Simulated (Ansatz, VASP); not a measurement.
# One calculation of Si, two programs

The input POSCAR:

```
Si
1.0
   -3.3273296543      3.3273296543      1.9218805230
    3.3273296543     -3.3273296543      1.9218805230
    3.3273296543      3.3273296543     -1.9218805230
Si
4
Direct
    0.3036308894      0.3036308894      0.3575063991
    0.8212468005      0.8212468005      0.6424936010
    0.1787531995      0.8212468005      0.0000000000
    0.8212468005      0.1787531995      0.0000000000
```

File INCAR.step1:

```
  PREC = Accurate
  ENCUT = 520
  ISMEAR = 0
  SIGMA = 0.05
  LREAL = F
  LASPH = T
  NELM = 80
  NBANDS = 16
  GGA = PE
  ALGO = Normal
  EDIFF = 1E-4
  LWAVE = T
  LCHARG = F
```

INCAR.step2

```
  PREC = Accurate
  ENCUT = 520
  EDIFF = 1E-6
  ISMEAR = 0
  SIGMA = 0.05
  LREAL = F
  LASPH = T
  NELM = 80
  ALGO = Normal
  ISIF = 2
  LWAVE = F
  LCHARG = T
  METAGGA = R2SCAN
  LMIXTAU = T
  LELF = T
  LVHAR = T
  NBANDS = 16
  ISTART = 1
```

Contents of KPOINTS:

```
Automatic mesh
0
Gamma
  10 10 10
```

Input for Ansatz:

```yaml
crystal:
  lattice:
    - [-3.3273296543, 3.3273296543, 1.921880523]
    - [3.3273296543, -3.3273296543, 1.921880523]
    - [3.3273296543, 3.3273296543, -1.921880523]
  atoms:
    - { symbol: Si, position: [0.3036308894, 0.3036308894, 0.3575063991] }
    - { symbol: Si, position: [0.8212468005, 0.8212468005, 0.642493601] }
    - { symbol: Si, position: [0.1787531995, 0.8212468005, 0.0] }
    - { symbol: Si, position: [0.8212468005, 0.1787531995, 0.0] }
basis:
  ecutwfc: 500
kpoints:
  mp_grid: { grid: [10, 10, 10] }
hamiltonian:
  xc: r2scan
scf:
  occupations: { method: gaussian, width: 0.05 }
output:
  forces: true
  stress: true
  eigenvalues: true
```

Alike in both runs: task single point; functional r2SCAN; k mesh 10 × 10 × 10; occupations gaussian, width 0.05 eV; no spin polarisation.

```csv
,VASP,Ansatz
version,VASP 6.6.1,Ansatz 0.2.0
potentials or method,"VASP PAW PBE potentials, release 64 (Si), cutoff 520 eV","scalar-relativistic, plane waves, PAW"
valence electrons in the cell,16,16
```

VASP gave:

```
gap on the k mesh at the Fermi level (eV)                     : 0.04
least direct gap on the mesh (eV)                             : 0.44
pressure (GPa)                                                : 4.7
traceless stress, the component that is largest in VASP (GPa) : 8.03
rms of the force components (eV/Å)                            : 3.187
```

Question: What did Ansatz give for the same quantities?

Answer: gap on the k mesh at the Fermi level (eV): 0.03; least direct gap on the mesh (eV): 0.44; pressure (GPa): 4.9; traceless stress, the component that is largest in VASP (GPa): 8.13; rms of the force components (eV/Å): 3.210.

VASP's potentials were made for PBE, not for r2SCAN. Atom by atom the forces differ by 0.024 eV/Å (rms over components). With one functional, cell and mesh, what is left measures potentials, basis and numerics.
